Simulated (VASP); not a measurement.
# Mo in VASP: further runs

The runs below take Mo through single point, with PBEsol.

All numbers are computed with VASP 6.6.1; they aren't measurements. Logs are shortened: lines on timing, memory, paths and dates and some standing lists are left out, and cuts for length are marked.

## Step 1: The cell of the first run

The cell holds a slab with vacuum, 3 atoms: a = 2.715 Å, b = 2.715 Å, c = 16.434 Å, α = 90.00°, β = 90.00°, γ = 109.47°.

## Step 2: Single point, PBEsol

The input, INCAR:

```
  ALGO = Normal
  EDIFF = 1E-6
  ENCUT = 520
  GGA = PS
  ISIF = 2
  ISMEAR = 1
  LASPH = T
  LCHARG = F
  LREAL = F
  LWAVE = F
  NBANDS = 28
  NELM = 100
  PREC = Accurate
  SIGMA = 0.1
```

The input, KPOINTS:

```
k-points
0
Gamma
  16 16 1
```

The input, POSCAR:

```
Mo
1.0
    2.7149896409      0.0000000000      0.0000000000
   -0.9049965470      2.5597167812      0.0000000000
    0.0000000000      0.0000000000     16.4335595180
Mo
3
Direct
    0.0000000000      0.0000000000      0.3651065366
    0.5000000000      0.5000000000      0.5000000000
    0.0000000000      0.0000000000      0.6348934634
```

Potentials or basis: VASP PAW PBE potentials, release 64 (Mo_sv).

Command:

```console
$ cat potpaw_PBE.64/Mo_sv/POTCAR > POTCAR
$ mpirun -np 1 vasp_std > vasp.out
```

OUTCAR:

```text
EDIFF = 1E-6
   ENCUT = 520
   GGA = PS
   ISIF = 2
   ISMEAR = 1
   LASPH = T
   LREAL = F
   NELM = 100
   PREC = Accurate

 ion  position               nearest neighbor table
   1  0.000  0.000  0.365-   2 2.71   2 2.71   2 3.14   2 3.14
   2  0.500  0.500  0.500-   1 2.71   3 2.71   1 2.71   3 2.71   1 3.14   3 3.14   1 3.14   3 3.14

   3  0.000  0.000  0.635-   2 2.71   2 2.71   2 3.14   2 3.14

  LATTYP: Found a base centered orthorhombic cell.
 ALAT       =     3.1350000000
 B/A-ratio  =     1.4142135624
 C/A-ratio  =     5.2419647586

  Lattice vectors:

 A1 = (   2.7149896409,   0.0000000000,   0.0000000000)
 A2 = (  -0.9049965470,   2.5597167812,   0.0000000000)
 A3 = (   0.0000000000,   0.0000000000,  16.4335595180)

Analysis of symmetry for initial positions (statically):
=====================================================================
 Subroutine PRICEL returns:
 Original cell was already a primitive cell.

 Routine SETGRP: Setting up the symmetry group for a
 base centered orthorhombic supercell.

 Subroutine GETGRP returns: Found  8 space group operations
 (whereof  8 operations were pure point group operations)
 out of a pool of  8 trial point group operations.

The static configuration has the point symmetry D_2h.

Analysis of symmetry for dynamics (positions and initial velocities):
=====================================================================
 Subroutine PRICEL returns:
 Original cell was already a primitive cell.

 Routine SETGRP: Setting up the symmetry group for a
 base centered orthorhombic supercell.

 Subroutine GETGRP returns: Found  8 space group operations
 (whereof  8 operations were pure point group operations)
 out of a pool of  8 trial point group operations.

The dynamic configuration has the point symmetry D_2h.

 Subroutine INISYM returns: Found  8 space group operations
 (whereof  8 operations are pure point group operations),
 and found     1 'primitive' translations

----------------------------------------------------------------------------------------

                                     Primitive cell

  volume of cell :     114.2067

  direct lattice vectors                    reciprocal lattice vectors
     2.714989641  0.000000000  0.000000000     0.368325531  0.130222740  0.000000000
    -0.904996547  2.559716781  0.000000000     0.000000000  0.390668221  0.000000000
[... 85 lines left out ...]
   ENCUT  =  520.0 eV  38.22 Ry    6.18 a.u.   5.05  5.05 30.56*2*pi/ulx,y,z
   NELM   =    100;   NELMIN=  2; NELMDL= -5     # of ELM steps
   EDIFF  = 0.1E-05   stopping-criterion for ELM
   LREAL  =      F    real-space projection
   EDIFFG = 0.1E-04   stopping-criterion for IOM
   NSW    =      0    number of steps for IOM
   IBRION =     -1    ionic relax: 0-MD 1-quasi-New 2-CG
   NFREE  =      0    steps in history (QN), initial steepest desc. (CG)
   ISIF   =      2    stress and relaxation
   ISYM   =      2    0-nonsym 1-usesym 2-fastsym
   POTIM  = 0.5000    time-step for ionic-motion
   TEBEG  =    0.0;   TEEND  =   0.0 temperature during run
   PSTRESS=    0.0 pullay stress
   NELECT =      42.0000    total number of electrons
   NUPDOWN=      -1.0000    fix difference up-down
   EMIN   =  10.00;   EMAX   =-10.00  energy-range for DOS
   EFERMI =   0.00;   METHOD = LEGACY
   ISMEAR =     1;   SIGMA  =   0.10  broadening in eV -4-tet -1-fermi 0-gaus
   EFERMI_NEDOS =   21; number of points for ismear=-14 and -15
   IALGO  =     38    algorithm
   IMIX   =      4    mixing-type and parameters
     AMIX     =   0.40;   BMIX     =  1.00
     AMIX_MAG =   1.60;   BMIX_MAG =  1.00
  volume/ion in A,a.u.               =      38.07       256.90
  Fermi-wavevector in a.u.,A,eV,Ry     =   1.172899  2.216458 18.717433  1.375692
  Thomas-Fermi vector in A             =   2.309321
   LORBIT       =      0    0 simple, 1 ext, 2 COOP (PROOUT), +10 PAW based schemes
   GGA     = PS    functional components
   LHFCALC =     F    Hartree Fock is set to
   AEXX    =    0.0000 exact exchange contribution
   IVDW    =     0    specifies the selected vdW correction
   LEPSILON=     F    determine dielectric tensor
   LRPA    =     F    only Hartree local field effects (RPA)
 non-spin polarized calculation
 Methfessel and Paxton  Order N= 1 SIGMA  =   0.10
  energy-cutoff  :      520.00
  volume of cell :      114.21
 maximum number of plane-waves:      3122
   NGX = 11   NGY = 11   NGZ = 61

 number of electron      41.9999989 magnetization

 Free energy of the ion-electron system (eV)
  ---------------------------------------------------
  ext. energy  EPLUGINS =         0.00000000
  ---------------------------------------------------
  free energy    TOTEN  =       -32.50949391 eV

  energy without entropy =      -32.50977254  energy(sigma->0) =      -32.50958678

 E-fermi :   2.3687     XC(G=0):  -6.7860

 val. band max:        2.3455251719   @ k =   0.3750   0.0625   0.0000
 cond. band min:       2.3770829366   @ k =   0.4375   0.2500   0.0000
 fundamental gap:      0.0315577647
 Fermi energy:         2.3686967405

 k-point     1 :       0.0000    0.0000    0.0000
  band No.  band energies     occupation
      1     -58.8034      2.00000
      2     -58.5145      2.00000
      3     -58.4794      2.00000
      4     -33.3008      2.00000
      5     -32.7087      2.00000
      6     -32.4746      2.00000
[... 733 lines left out ...]
     27       3.9461     -0.00000
     28       4.3739      0.00000

 [... further k-points ...]

------------------------ aborting loop because EDIFF is reached ----------------------------------------

  FORCE on cell =-STRESS in cart. coord.  units (eV):
  Direction    XX          YY          ZZ          XY          YZ          ZX
  --------------------------------------------------------------------------------------
  -------------------------------------------------------------------------------------
  Total       -5.0120222     -4.7671577     -3.0875379      0.3462906      0.0000000      0.0000000
  in kB      -70.3123853    -66.8772445    -43.3142847      4.8580228      0.0000000      0.0000000
  external PRESSURE =     -60.1679715 kB  Pullay stress =       0.0000000 kB

 VOLUME and BASIS-vectors are now :
 -----------------------------------------------------------------------------
  energy-cutoff  :      520.00
  volume of cell :      114.21
      direct lattice vectors                 reciprocal lattice vectors
     2.714989641  0.000000000  0.000000000     0.368325531  0.130222740  0.000000000
    -0.904996547  2.559716781  0.000000000     0.000000000  0.390668221  0.000000000
     0.000000000  0.000000000 16.433559518     0.000000000  0.000000000  0.060851089

 POSITION                                       TOTAL-FORCE (eV/Angst)
 -----------------------------------------------------------------------------------
      0.00000      0.00000      6.00000         0.000000      0.000000      0.692976
      0.90500      1.27986      8.21678         0.000000      0.000000      0.000000
      0.00000      0.00000     10.43356        -0.000000      0.000000     -0.692976
 -----------------------------------------------------------------------------------
    total drift:                               -0.000000     -0.000000      0.000000

  FREE ENERGIE OF THE ION-ELECTRON SYSTEM (eV)
  ---------------------------------------------------
  free  energy   TOTEN  =       -32.5094939080 eV

  energy  without entropy=      -32.5097725362  energy(sigma->0) =      -32.50958678
```

stdout:

```text
POSCAR found type information on POSCAR Mo
 POSCAR found :  1 types and       3 ions
 scaLAPACK will be used
 -----------------------------------------------------------------------------
|                                                                             |
|                                                                             |
|     You enforced a specific xc type in the INCAR file but a different       |
|     I HOPE YOU KNOW WHAT YOU ARE DOING!                                     |
|                                                                             |
 -----------------------------------------------------------------------------

 LDA part: xc-table for (Slater+PW92), standard interpolation
 POSCAR, INCAR and KPOINTS ok, starting setup
 FFT: planning ... GRIDC
 FFT: planning ... GRID_SOFT
 FFT: planning ... GRID
 WAVECAR not read
 entering main loop
```

Run time: 5.2 min. Hardware: 1 thread of AMD EPYC 7R43 (Zen 3), shared host; peak memory 0.29 GiB.

What came out:

- Free energy: -32.5095 eV
- Largest force: 0.693 eV/Å
- Band gap on the k mesh: zero (bands 21 and 22 overlap by 2.07 eV)

Forces on the atoms (eV/Å):
```
Mo   0.000  0.000  0.693
Mo   0.000  0.000  0.000
Mo   0.000  0.000 -0.693
```

Caveat: there is no dipole correction, which matters where the two faces differ; the PAW data sets were made with another functional, which shifts forces and pressure a little.

## Step 3: Single point, PBEsol

The input, INCAR:

```
  ALGO = Normal
  EDIFF = 1E-7
  ENCUT = 520
  GGA = PS
  ISIF = 2
  ISMEAR = 1
  LASPH = True
  LCHARG = False
  LREAL = False
  LWAVE = False
  NBANDS = 28
  NELM = 80
  PREC = Accurate
  SIGMA = 0.1
```

KPOINTS is that of step 2.

The input, POSCAR:

```
Mo
1.0
    2.7149896409      0.0000000000      0.0000000000
   -0.9049965470      2.5597167812      0.0000000000
    0.0000000000      0.0000000000     16.4335595180
Mo
3
Direct
    0.0000000000      0.0000000000      0.3705530312
    0.5000000000      0.5000000000      0.5000000000
    0.0000000000      0.0000000000      0.6294469688
```

Potentials or basis: VASP PAW PBE potentials, release 64 (Mo_sv).

Command:

```console
$ cat potpaw_PBE.64/Mo_sv/POTCAR > POTCAR
$ mpirun -np 1 vasp_std > vasp.out
```

Run time: 5 min. Hardware: 1 thread of AMD EPYC 7R43 (Zen 3), shared host; peak memory 0.28 GiB.

The run converged. Its results:

```yaml
Free_energy: -32.5720 eV
Largest_force: 0.031 eV/Å
Band_gap_on_the_k_mesh: zero (bands 21 and 22 overlap by 2.08 eV)
```

Forces on the atoms (eV/Å):
```
Mo   0.000  0.000 -0.031
Mo   0.000  0.000  0.000
Mo   0.000  0.000  0.031
```

Levels at points of the mesh, in eV from the Fermi level:
```csv
k point,band 18,band 19,band 20,band 21,band 22,band 23,band 24,band 25
"(0.00, 0.00, 0.00)",-1.45,-1.35,-1.23,-0.91,-0.19,1.36,1.37,1.55
"(0.50, 0.00, 0.00)",-2.55,-1.01,0.28,1.32,1.67,1.76,2.01,2.24
"(0.50, 0.50, 0.00)",-2.84,-0.24,0.31,0.84,1.41,2.83,3.01,3.08
```

Caveat: there is no dipole correction, which matters where the two faces differ; the PAW data sets were made with another functional, which shifts forces and pressure a little.

The gap in the log of VASP goes by the Fermi energy; the results here count the filled bands.